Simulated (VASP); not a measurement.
# Ta2N (P1) in VASP: single point with PBE

Aim: the single point of Ta2N with PBE.

Program: VASP 6.6.1. These are calculated values, not measurements. Logs are shortened: lines on timing, memory, paths and dates and some standing lists are left out, and cuts for length are marked.

### 1 The cell of the first run

The typed cell holds 6 atoms: a = 3.101 Å, b = 3.101 Å, c = 9.818 Å, α = 83.96°, β = 86.98°, γ = 60.00°.

### 2 Single point, PBE (the part above a cut slid along it)

File INCAR:

```
PREC = Accurate ; ENCUT = 520
EDIFF = 1E-7 ; ISMEAR = 0
SIGMA = 0.15 ; LREAL = False
LASPH = True ; NELM = 60
ALGO = Fast ; ISIF = 2
LWAVE = False ; LCHARG = False
GGA = PE ; NBANDS = 36
KPAR = 4
```

File KPOINTS:

```
regular mesh
0
Gamma
  17 17 5
```

File POSCAR:

```
Ta2N
1.0
   -3.1011400595      0.0000000000      0.0000000000
   -1.5505700297     -2.6856660722      0.0000000000
   -0.5168566766     -0.8952220241      9.7637800776
Ta N
4 2
Direct
    0.6666666667      0.5637658279      0.3087025163
    0.6666666667      0.3970991612      0.8087025163
    0.3333333333      0.3120675054      0.0637974837
    0.3333333333      0.1454008388      0.5637974837
    0.0000000000     -0.3120833333      0.9362500000
    0.0000000000     -0.1454166667      0.4362500000
```

Potentials or basis: VASP PAW PBE potentials, release 64 (Ta_pv, N).

The run is started by

```
$ cat potpaw_PBE.64/Ta_pv/POTCAR potpaw_PBE.64/N/POTCAR > POTCAR
$ mpirun -np 4 vasp_std > vasp.out
```

OUTCAR:

```text
PREC = Accurate
   ENCUT = 520
   EDIFF = 1E-7
   ISMEAR = 0
   LREAL = False
   LASPH = True
   NELM = 60
   ISIF = 2
   GGA = PE

 ion  position               nearest neighbor table
   1  0.667  0.564  0.309-   6 2.18   6 2.18   6 2.18   3 2.99   3 2.99   3 2.99   4 3.07   4 3.07
                             4 3.07
   2  0.667  0.397  0.809-   5 2.18   5 2.18   5 2.18   3 2.70   4 2.99   4 2.99   4 2.99   3 3.24

   3  0.333  0.312  0.064-   5 1.62   5 2.41   2 2.70   1 2.99   1 2.99   1 2.99   2 3.24
   4  0.333  0.145  0.564-   6 2.18   6 2.18   6 2.18   2 2.99   2 2.99   2 2.99   1 3.07   1 3.07
                             1 3.07
   5  0.000  0.688  0.936-   3 1.62   2 2.18   2 2.18   2 2.18   3 2.41
   6  0.000  0.855  0.436-   4 2.18   1 2.18   1 2.18   4 2.18   4 2.18   1 2.18

  LATTYP: Found a base centered monoclinic cell.
 ALAT       =     3.1011400595
 B/A-ratio  =     1.7320508076
 C/A-ratio  =     3.1660448032
 COS(beta)  =    -0.1052838333

  Lattice vectors:

 A1 = (   3.1011400595,   0.0000000000,   0.0000000000)
 A2 = (  -1.5505700298,   2.6856660722,   0.0000000000)
 A3 = (  -0.5168566766,  -0.8952220241,   9.7637800776)

Analysis of symmetry for initial positions (statically):
=====================================================================
 Subroutine PRICEL returns:
 Original cell was already a primitive cell.

 Routine SETGRP: Setting up the symmetry group for a
 base centered monoclinic supercell.

 Subroutine GETGRP returns: Found  1 space group operations
 (whereof  1 operations were pure point group operations)
 out of a pool of  4 trial point group operations.

The static configuration has the point symmetry C_1 .

Analysis of symmetry for dynamics (positions and initial velocities):
=====================================================================
 Subroutine PRICEL returns:
 Original cell was already a primitive cell.

 Routine SETGRP: Setting up the symmetry group for a
 base centered monoclinic supercell.

 Subroutine GETGRP returns: Found  1 space group operations
 (whereof  1 operations were pure point group operations)
 out of a pool of  4 trial point group operations.

The dynamic configuration has the point symmetry C_1 .

 Subroutine INISYM returns: Found  1 space group operations
 (whereof  1 operations are pure point group operations),
 and found     1 'primitive' translations

----------------------------------------------------------------------------------------

                                     Primitive cell

  volume of cell :      81.3189

  direct lattice vectors                    reciprocal lattice vectors
    -3.101140060  0.000000000  0.000000000    -0.322462056  0.186173555 -0.000000000
    -1.550570030 -2.685666072  0.000000000     0.000000000 -0.372347110 -0.034139783
    -0.516856677 -0.895222024  9.763780078     0.000000000  0.000000000  0.102419349

  length of vectors
     3.101140060  3.101140059  9.818348369     0.372347110  0.373908939  0.102419349

  position of ions in fractional coordinates (direct lattice)
     0.666666667  0.563765828  0.308702516
     0.666666667  0.397099161  0.808702516
     0.333333333  0.312067505  0.063797484
     0.333333333  0.145400839  0.563797484
     0.000000000  0.687916667  0.936250000
     0.000000000  0.854583333  0.436250000

  ion indices of the primitive-cell ions
   primitive index   ion index
                 1           1
                 2           2
                 3           3
                 4           4
                 5           5
                 6           6

----------------------------------------------------------------------------------------

 KPOINTS: regular mesh

Automatic generation of k-mesh.
 Grid dimensions read from file:
 generate k-points for:   17   17    5

 Generating k-lattice:

  Cartesian coordinates                     Fractional coordinates (reciprocal lattice)
    -0.018968356  0.010951386 -0.000000000     0.058823529  0.000000000 -0.000000000
     0.000000000 -0.021902771 -0.002008223     0.000000000  0.058823529  0.000000000
     0.000000000  0.000000000  0.020483870     0.000000000  0.000000000  0.200000000

  Length of vectors
     0.021902771  0.021994643  0.020483870

  Shift w.r.t. Gamma in fractional coordinates (k-lattice)
     0.000000000  0.000000000  0.000000000

 Subroutine IBZKPT returns following result:
 ===========================================

 Found    723 irreducible k-points:

 Following reciprocal coordinates:
            Coordinates               Weight
  0.000000  0.000000  0.000000      1.000000
  0.058824  0.000000  0.000000      2.000000
  0.117647  0.000000  0.000000      2.000000
  0.176471  0.000000  0.000000      2.000000
  0.235294  0.000000  0.000000      2.000000
  0.294118  0.000000  0.000000      2.000000
[... 16 lines left out ...]
  0.352941 -0.058824 -0.000000      2.000000
  0.470588  0.058824  0.000000      2.000000
 [... further k-points ...]
   k-points           NKPTS =    723   k-points in BZ     NKDIM =    723   number of bands    NBANDS=     36
   number of dos      NEDOS =    301   number of ions     NIONS =      6
   total plane-waves  NPLWV =  46080
   dimension x,y,z NGX =    24 NGY =   24 NGZ =   80
   dimension x,y,z NGXF=    48 NGYF=   48 NGZF=  160
   ions per type =               4   2
   NGX,Y,Z   is equivalent  to a cutoff of  12.87, 12.87, 13.55 a.u.
   NGXF,Y,Z  is equivalent  to a cutoff of  25.73, 25.73, 27.09 a.u.
 SYSTEM =  unknown system
   PREC   = accura    normal or accurate (medium, high low for compatibility)
   ISTART =      0    job   : 0-new  1-cont  2-samecut
   ICHARG =      2    charge: 1-file 2-atom 10-const
   ISPIN  =      1    spin polarized calculation?
   LNONCOLLINEAR =      F non collinear calculations
   LSORBIT =      F    spin-orbit coupling
   LASPH  =      T    aspherical Exc in radial PAW
   ENCUT  =  520.0 eV  38.22 Ry    6.18 a.u.   5.77  5.77 18.26*2*pi/ulx,y,z
   NELM   =     60;   NELMIN=  2; NELMDL= -5     # of ELM steps
   EDIFF  = 0.1E-06   stopping-criterion for ELM
   LREAL  =      F    real-space projection
   EDIFFG = 0.1E-05   stopping-criterion for IOM
   NSW    =      0    number of steps for IOM
   IBRION =     -1    ionic relax: 0-MD 1-quasi-New 2-CG
   NFREE  =      0    steps in history (QN), initial steepest desc. (CG)
   ISIF   =      2    stress and relaxation
   ISYM   =      2    0-nonsym 1-usesym 2-fastsym
   POTIM  = 0.5000    time-step for ionic-motion
   TEBEG  =    0.0;   TEEND  =   0.0 temperature during run
   PSTRESS=    0.0 pullay stress
   NELECT =      54.0000    total number of electrons
   NUPDOWN=      -1.0000    fix difference up-down
   EMIN   =  10.00;   EMAX   =-10.00  energy-range for DOS
   EFERMI =   0.00;   METHOD = LEGACY
   ISMEAR =     0;   SIGMA  =   0.15  broadening in eV -4-tet -1-fermi 0-gaus
   EFERMI_NEDOS =   21; number of points for ismear=-14 and -15
   IALGO  =     68    algorithm
   IMIX   =      4    mixing-type and parameters
     AMIX     =   0.40;   BMIX     =  1.00
     AMIX_MAG =   1.60;   BMIX_MAG =  1.00
  volume/ion in A,a.u.               =      13.55        91.46
  Fermi-wavevector in a.u.,A,eV,Ry     =   1.428266  2.699031 27.755102  2.039942
  Thomas-Fermi vector in A             =   2.548346
   LORBIT       =      0    0 simple, 1 ext, 2 COOP (PROOUT), +10 PAW based schemes
   GGA     = PE    functional components
   LHFCALC =     F    Hartree Fock is set to
   AEXX    =    0.0000 exact exchange contribution
   IVDW    =     0    specifies the selected vdW correction
   LEPSILON=     F    determine dielectric tensor
   LRPA    =     F    only Hartree local field effects (RPA)
 non-spin polarized calculation
 RMM-DIIS sequential band-by-band and
 Gauss-broadening in eV      SIGMA  =   0.15
  energy-cutoff  :      520.00
  volume of cell :       81.32
 maximum number of plane-waves:      2208
   NGX = 11   NGY = 11   NGZ = 37

 number of electron      54.0000000 magnetization

 Free energy of the ion-electron system (eV)
  ---------------------------------------------------
  ext. energy  EPLUGINS =         0.00000000
  ---------------------------------------------------
  free energy    TOTEN  =       -64.94950250 eV

  energy without entropy =      -64.92028065  energy(sigma->0) =      -64.93489157

 E-fermi :   7.3487     XC(G=0): -12.8219

 val. band max:        7.3471145186   @ k =   0.1765  -0.0588  -0.4000
 cond. band min:       7.3492209490   @ k =   0.0000  -0.2353   0.4000
 fundamental gap:      0.0021064303
 Fermi energy:         7.3487458712

 k-point     1 :       0.0000    0.0000    0.0000
  band No.  band energies     occupation
      1     -28.4670      2.00000
      2     -28.0238      2.00000
      3     -27.7255      2.00000
      4     -27.5486      2.00000
      5     -27.5381      2.00000
      6     -27.4793      2.00000
[... 28 lines left out ...]
     35       9.3957      0.00000
     36       9.7331      0.00000

 k-point     2 :       0.0588    0.0000    0.0000
  band No.  band energies     occupation
      1     -28.4608      2.00000
      2     -28.0253      2.00000
      3     -27.7307      2.00000
      4     -27.5651      2.00000
      5     -27.5451      2.00000
      6     -27.4949      2.00000
[... 28 lines left out ...]
     35       9.4808      0.00000
     36       9.7412      0.00000

 k-point     3 :       0.1176    0.0000    0.0000
  band No.  band energies     occupation
      1     -28.4442      2.00000
      2     -28.0300      2.00000
      3     -27.7521      2.00000
      4     -27.6088      2.00000
      5     -27.5639      2.00000
      6     -27.5472      2.00000
[... 28 lines left out ...]
     35       9.7020      0.00000
     36      10.3613      0.00000

 k-point     4 :       0.1765    0.0000    0.0000
  band No.  band energies     occupation
      1     -28.4234      2.00000
      2     -28.0375      2.00000
      3     -27.8040      2.00000
      4     -27.6690      2.00000
      5     -27.6117      2.00000
      6     -27.5906      2.00000
[... 28 lines left out ...]
     35      10.1943      0.00000
     36      10.4574      0.00000

 k-point     5 :       0.2353    0.0000    0.0000
  band No.  band energies     occupation
      1     -28.4084      2.00000
      2     -28.0479      2.00000
      3     -27.8865      2.00000
      4     -27.7508      2.00000
      5     -27.6557      2.00000
      6     -27.6220      2.00000
[... 655 lines left out ...]
 k-point    22 :       0.4118    0.0588    0.0000
  band No.  band energies     occupation
      1     -28.4265      2.00000
      2     -28.1570      2.00000
      3     -28.0602      2.00000
      4     -27.8675      2.00000
      5     -27.7538      2.00000
      6     -27.7035      2.00000
[... 28 lines left out ...]
     35      11.0419      0.00000
     36      11.8241      0.00000

 k-point    23 :       0.3529   -0.0588   -0.0000
  band No.  band energies     occupation
      1     -28.4404      2.00000
      2     -28.1536      2.00000
      3     -28.0594      2.00000
      4     -27.8710      2.00000
      5     -27.7658      2.00000
      6     -27.7049      2.00000
[... 28 lines left out ...]
     35      11.0472      0.00000
     36      11.4428      0.00000

 k-point    24 :       0.4706    0.0588    0.0000
  band No.  band energies     occupation
      1     -28.4478      2.00000
      2     -28.2044      2.00000
      3     -28.1014      2.00000
      4     -27.8752      2.00000
      5     -27.7619      2.00000
      6     -27.7213      2.00000
[... 28 lines left out ...]
     35      11.4169      0.00000
     36      11.8355      0.00000

 [... further k-points ...]
[... 5 lines left out ...]
  --------------------------------------------------------------------------------------
  -------------------------------------------------------------------------------------
  Total        4.2313636      9.5390209     22.9518945     -3.6115141     12.2611010     -4.4938487
  in kB       83.3680313    187.9416343    452.2074774    -71.1555061    241.5731548    -88.5396179
  external PRESSURE =     241.1723810 kB  Pullay stress =       0.0000000 kB

 VOLUME and BASIS-vectors are now :
 -----------------------------------------------------------------------------
  energy-cutoff  :      520.00
  volume of cell :       81.32
      direct lattice vectors                 reciprocal lattice vectors
    -3.101140060  0.000000000  0.000000000    -0.322462056  0.186173555 -0.000000000
    -1.550570030 -2.685666072  0.000000000     0.000000000 -0.372347110 -0.034139783
    -0.516856677 -0.895222024  9.763780078     0.000000000  0.000000000  0.102419349

 POSITION                                       TOTAL-FORCE (eV/Angst)
 -----------------------------------------------------------------------------------
     -3.10114     -1.79044      3.01410         0.024605      0.145492      0.420714
     -3.10114     -1.79044      7.89599        -0.768336      0.291562     -2.185292
     -1.55057     -0.89522      0.62290        -4.177659      9.837649     14.400933
     -1.55057     -0.89522      5.50479        -0.070328     -0.009306     -0.168899
     -1.55057     -2.68567      9.14134         4.991682    -10.215255    -12.548054
     -1.55057     -2.68567      4.25945         0.000035     -0.050142      0.080598
 -----------------------------------------------------------------------------------
    total drift:                               -0.000004     -0.000002     -0.000594

  FREE ENERGIE OF THE ION-ELECTRON SYSTEM (eV)
  ---------------------------------------------------
  free  energy   TOTEN  =       -64.9495024975 eV

  energy  without entropy=      -64.9202806482  energy(sigma->0) =      -64.93489157
```

Run time: 12 min. Hardware: 4 MPI ranks of Oxide Virtual Turin-like, shared host; peak memory 1.4 GiB.

Results:

```
Free energy            : -64.9495 eV
Pressure               : 24.1 GPa
Largest force          : 17.934 eV/Å
Band gap on the k mesh : zero (bands 27 and 28 overlap by 1.31 eV)
```

Forces on the atoms (eV/Å):
```
Ta    0.025   0.145   0.421
Ta   -0.768   0.292  -2.185
Ta   -4.178   9.838  14.401
Ta   -0.070  -0.009  -0.169
N     4.992 -10.215 -12.548
N     0.000  -0.050   0.081
```

Caveat: the cell differs from its parent crystal (the part above a cut slid along it); the stress differs along the axes, from 8 to 45 GPa; spin-orbit coupling is left out, which moves the levels of the heavy elements; forces of over 1 eV/Å act on the atoms, so gaps and moduli don't describe the material at rest.
